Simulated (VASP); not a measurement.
A run of VASP 6.6.1:

INCAR

```
SYSTEM = GaSb
ALGO = Normal
EDIFF = 1E-6
ENCUT = 520
GGA = PE
ISIF = 2
ISMEAR = 0
LASPH = .True.
LCHARG = .False.
LREAL = .False.
LWAVE = .False.
NBANDS = 16
NELM = 60
PREC = Accurate
SIGMA = 0.1
```

Contents of KPOINTS:

```
k-points
0
Gamma
  12 12 12
  0 0 0
```

Contents of POSCAR:

```
GaSb
1.0
    0.0000000000      3.0508630600      3.0508630600
    3.0508630600      0.0000000000      3.0508630600
    3.0508630600      3.0508630600      0.0000000000
Ga Sb
1 1
Direct
    0.0000000000      0.0000000000      0.0000000000
    0.7500000000      0.7500000000      0.7500000000
```

Potentials or basis: VASP PAW PBE potentials, release 64 (Ga_d, Sb).

Command:

```bash
$ cat potpaw_PBE.64/Ga_d/POTCAR potpaw_PBE.64/Sb/POTCAR > POTCAR
$ mpirun -np 1 vasp_std > vasp.out
```

Hardware: 1 thread of Intel Xeon 8259CL (shared host).

Task: Estimate the wall time of this run.

Result: Wall time 68 s on 1 thread of Intel Xeon 8259CL, on a shared host, peak memory 0.22 GiB. Counts: scf iterations 12, k points 72.
